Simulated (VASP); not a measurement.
A run of VASP 6.6.1 is set up as follows.

INCAR

```
SYSTEM = Mg2ZnO3
PREC = Accurate
ENCUT = 520
EDIFF = 1E-6
ISMEAR = 0
SIGMA = 0.01
LREAL = .False.
LASPH = .True.
NELM = 150
ALGO = Normal
ISIF = 2
LWAVE = .False.
LCHARG = .False.
LDAU = .True.
LDAUTYPE = 2
LDAUL = -1 2 -1
LDAUU = 0 4 0
LDAUJ = 0 0 0
LDAUPRINT = 1
GGA = PS
IVDW = 13
NBANDS = 26
```

File KPOINTS:

```
regular mesh
0
Gamma
  7 7 3
  0 0 0
```

Contents of POSCAR:

```
Mg2ZnO3
1.0
    3.0329985900      0.0000000000      0.0000000000
   -1.5164993000      2.6266538300      0.0000000000
    0.0000000000      0.0000000000      7.4033160000
Mg Zn O
2 1 3
Direct
    0.3333333291      0.6666666692      0.6657999996
    0.6666666709      0.3333333308      0.3342000004
    0.0000000000      0.0000000000      0.0000000000
    0.3333333291      0.6666666692      0.1726189994
    0.6666666709      0.3333333308      0.8273810006
    0.0000000000      0.0000000000      0.5000000000
```

Potentials or basis: VASP PAW PBE potentials, release 64 (Mg, Zn, O).

Run with:

```bash
$ cat potpaw_PBE.64/Mg/POTCAR potpaw_PBE.64/Zn/POTCAR potpaw_PBE.64/O/POTCAR > POTCAR
$ mpirun -np 1 vasp_std > vasp.out
```

Q: Estimate the band gap on the k mesh.

A: 3.04 eV, indirect (least direct gap 3.14 eV).

Q: Predict the pressure.

A: -10.2 GPa.

Q: What does it give for the largest force?

A: 0.404 eV/Å.

Stress tensor (GPa, compression positive):
```
-10.20   0.00   0.00
  0.00 -10.20   0.00
  0.00   0.00 -10.28
```

Caveat: the PAW data sets were made with another functional, which shifts forces and pressure a little. A k mesh can miss the band edges.
